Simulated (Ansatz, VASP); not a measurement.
## One calculation of CoO, two programs

Contents of INCAR:

```
PREC     = Accurate       # precision mode
ENCUT    = 600            # plane-wave cutoff, eV
EDIFF    = 1E-6           # SCF threshold, eV
ISMEAR   = 0              # smearing method
SIGMA    = 0.05           # smearing width, eV
LREAL    = False          # projectors in reciprocal space
LASPH    = True           # aspherical terms in the spheres
NELM     = 200            # most SCF steps
ALGO     = Normal         # electronic algorithm
ISIF     = 2              # what is computed and relaxed
LWAVE    = False          # write WAVECAR
LCHARG   = True           # write CHGCAR
ISPIN    = 2              # spin polarisation
MAGMOM   = 3 -3 0 0       # initial moments
LORBIT   = 11             # projections on sites
LMAXMIX  = 4              # l up to which the mixer works
GGA      = PE             # functional
LVHAR    = True         
NBANDS   = 27             # bands
GGA_COMPAT= False        
KPAR     = 4
```

KPOINTS

```
Automatic mesh
0
Gamma
  16 8 16
```

The input POSCAR:

```
CoO
1.0
   -1.5080004431      1.5080004431      2.1072503604
    3.0160008862     -3.0160008862      4.2145007208
    1.5080004431      1.5080004431     -2.1072503604
Co O
2 2
Direct
    0.0000000000      0.0000000000      0.0000000000
    0.0000000000      0.5000000000      0.0000000000
    0.5000000000      0.2500000000      0.0000000000
    0.5000000000      0.7500000000      0.0000000000
```

Input for Ansatz:

```yaml
crystal:
  lattice:
    - [-1.5080004431, 1.5080004431, 2.1072503604]
    - [3.0160008862, -3.0160008862, 4.2145007208]
    - [1.5080004431, 1.5080004431, -2.1072503604]
  atoms:
    - { symbol: Co, position: [0.0, 0.0, 0.0], spin: 3.0 }
    - { symbol: O, position: [0.5, 0.25, 0.0] }
    - { symbol: Co, position: [0.0, 0.5, 0.0], spin: -3.0 }
    - { symbol: O, position: [0.5, 0.75, 0.0] }
basis:
  ecutwfc: 420
  ecutrho_ratio: 4
kpoints:
  mp_grid: { grid: [16, 8, 16] }
hamiltonian:
  xc: pbe
scf:
  occupations: { method: gaussian, width: 0.05 }
output:
  forces: true
  stress: true
  eigenvalues: true
  populations: true
magnetization:
  spin_polarized: true
```

Alike in both runs: task single point; functional PBE; k mesh 16 × 8 × 16; occupations gaussian, width 0.05 eV; collinear spin.

|  | VASP | Ansatz |
| --- | --- | --- |
| version | VASP 6.6.1 | Ansatz 0.2.0 |
| potentials or method | VASP PAW PBE potentials, release 64 (Co, O), cutoff 600 eV | scalar-relativistic, plane waves, PAW |
| valence electrons in the cell | 30 | 46 |

VASP gave:

| Property | Result |
| --- | --- |
| gap on the k mesh at the Fermi level (eV) | none |
| pressure (GPa) | -2.7 |
| net moment per atom (μB) | 0.00 |
| size of the moment on the site where the two differ most (μB) | 2.42 |

What did Ansatz give for the same quantities?

gap on the k mesh at the Fermi level (eV): none; pressure (GPa): -2.1; net moment per atom (μB): 0.00; size of the moment on the site where the two differ most (μB): 2.37.

Site moments also hang on the region over which each program counts them. A gap of «none» marks a metal or a gap that the smearing closes. VASP's potentials hold 30 valence electrons a cell and Ansatz's 46, so a difference there can come from the potentials and not from the codes.
